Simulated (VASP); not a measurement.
A run of VASP 6.6.1:

The input POSCAR:

```
NaH
1.0
    2.1475287362      2.1475287362      0.0000000000
   -2.1475287362      2.1475287362      0.0000000000
    0.0000000000      2.1475287362      2.1475287362
Na H
1 1
Direct
    0.0000000000      0.0000000000      0.0000000000
    0.5000000000      0.5000000000      0.0000000000
```

File INCAR.step1:

```
PREC = Accurate
ENCUT = 520
ISMEAR = 0
SIGMA = 0.01
LREAL = False
LASPH = True
NELM = 60
NBANDS = 11
GGA = PE
ALGO = Normal
EDIFF = 1E-4
LWAVE = True
LCHARG = False
```

File INCAR.step2:

```
PREC = Accurate
ENCUT = 520
EDIFF = 1E-7
ISMEAR = 0
SIGMA = 0.01
LREAL = False
LASPH = True
NELM = 60
ALGO = Normal
ISIF = 2
LWAVE = False
LCHARG = False
METAGGA = R2SCAN
LMIXTAU = True
NBANDS = 11
ISTART = 1
```

KPOINTS

```
regular mesh
0
Gamma
  8 8 8
```

Potentials or basis: VASP PAW PBE potentials, release 64 (Na_pv, H).

Command:

```console
$ cat potpaw_PBE.64/Na_pv/POTCAR potpaw_PBE.64/H/POTCAR > POTCAR
$ cp INCAR.step1 INCAR
$ mpirun -np 1 vasp_std > vasp.out
$ cp INCAR.step2 INCAR
$ mpirun -np 1 vasp_std > vasp.out
```

Hardware: 1 thread of Intel(R) Xeon(R) 6975P-C (Granite Rapids) (shared host).

Estimate the wall time of this run.

Run time: 11 s on 1 thread of Intel(R) Xeon(R) 6975P-C (Granite Rapids), with other jobs on the host, peak memory 0.13 GiB. Counts: k points 29.
